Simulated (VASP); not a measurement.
Here is a VASP 6.6.1 calculation.

INCAR

```
SYSTEM = W2N
ALGO = Normal ; EDIFF = 1E-6
ENCUT = 600 ; GGA = PE
GGA_COMPAT = .FALSE. ; ISIF = 2
ISMEAR = 0 ; ISPIN = 2
LASPH = .TRUE. ; LCHARG = .FALSE.
LMAXMIX = 4 ; LORBIT = 11
LREAL = .FALSE. ; LWAVE = .FALSE.
MAGMOM = 0 0 0 0 0 0 0 0 0 ; NBANDS = 64
NELM = 200 ; PREC = Accurate
SIGMA = 0.1
```

KPOINTS

```
k-points
0
G
  6 6 1
  0 0 0
```

The input POSCAR:

```
W2N
1.0
    2.8352056354      0.0000000000      0.0000000000
   -1.4176028177      2.4553601052      0.0000000000
    0.0000000000      0.0000000000     17.6566570000
W N
6 3
Direct
    0.0000000000      0.0000000000      0.0756870000
    0.0000000000      0.0000000000      0.9243130000
    0.3333333300      0.6666666700      0.2620270000
    0.6666666700      0.3333333300      0.7379730000
    0.3333333300      0.6666666700      0.4172000000
    0.6666666700      0.3333333300      0.5828000000
    0.0000000000      0.0000000000      0.5000000000
    0.3333333300      0.6666666700      0.1503330000
    0.6666666700      0.3333333300      0.8496670000
```

Potentials or basis: VASP PAW PBE potentials, release 64 (W_sv, N).

The run is started by

```sh
$ cat potpaw_PBE.64/W_sv/POTCAR potpaw_PBE.64/N/POTCAR > POTCAR
$ mpirun -np 1 vasp_std > vasp.out
```

Question: What does it give for the largest force?

Answer: 0.421 eV/Å.

Question: Predict the net moment.

Answer: 0.00 μB per cell.

Question: Predict the pressure.

Answer: -0.9 GPa.

Forces on the atoms (eV/Å):
```
W    0.000  0.000 -0.350
W    0.000  0.000  0.350
W    0.000  0.000  0.397
W    0.000  0.000 -0.397
W    0.000  0.000 -0.421
W    0.000  0.000  0.421
N    0.000  0.000  0.000
N    0.000  0.000  0.161
N    0.000  0.000 -0.161
```

Caveat: the k points lie up to 0.43 Å⁻¹ apart; no moment was typed at the start, so none could form.
